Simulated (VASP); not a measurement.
Here is a VASP 6.6.1 calculation.

File INCAR:

```
PREC     = Accurate       # precision mode
ENCUT    = 820            # plane-wave cutoff, eV
EDIFF    = 1E-6           # SCF threshold, eV
ISMEAR   = 0              # smearing method
SIGMA    = 0.1            # smearing width, eV
LREAL    = F              # projectors in reciprocal space
LASPH    = T              # aspherical terms in the spheres
NELM     = 120            # most SCF steps
ALGO     = Normal         # electronic algorithm
ISIF     = 2              # what is computed and relaxed
LWAVE    = F              # write WAVECAR
LCHARG   = F              # write CHGCAR
GGA      = PE             # functional
NBANDS   = 26             # bands
GGA_COMPAT= F
```

The input KPOINTS:

```
Automatic mesh
0
Gamma
  2 2 1
  0 0 0.5
```

Contents of POSCAR:

```
CuAu
1.0
    2.8412224101      0.0000000000      0.0000000000
    0.0000000000      2.8412224101      0.0000000000
    0.0000000000      0.0000000000      4.1954415382
Cu Au
1 1
Direct
    0.5000000000      0.5000000000      0.5000000000
    0.0000000000      0.0000000000      0.0000000000
```

Potentials or basis: VASP PAW PBE potentials, release 64 (Cu_sv_GW, Au_sv_GW).

Command:

```sh
$ cat potpaw_PBE.64/Cu_sv_GW/POTCAR potpaw_PBE.64/Au_sv_GW/POTCAR > POTCAR
$ mpirun -np 1 vasp_std > vasp.out
```

Predict the band gap on the k mesh.

zero (bands 19 and 20 overlap by 6.70 eV).

What does it give for the pressure?

-1.2 GPa.

Caveat: the k points lie up to 1.50 Å⁻¹ apart, too coarse for converged energies and pressures of a metal; spin-orbit coupling is left out, which moves the levels of the heavy elements.
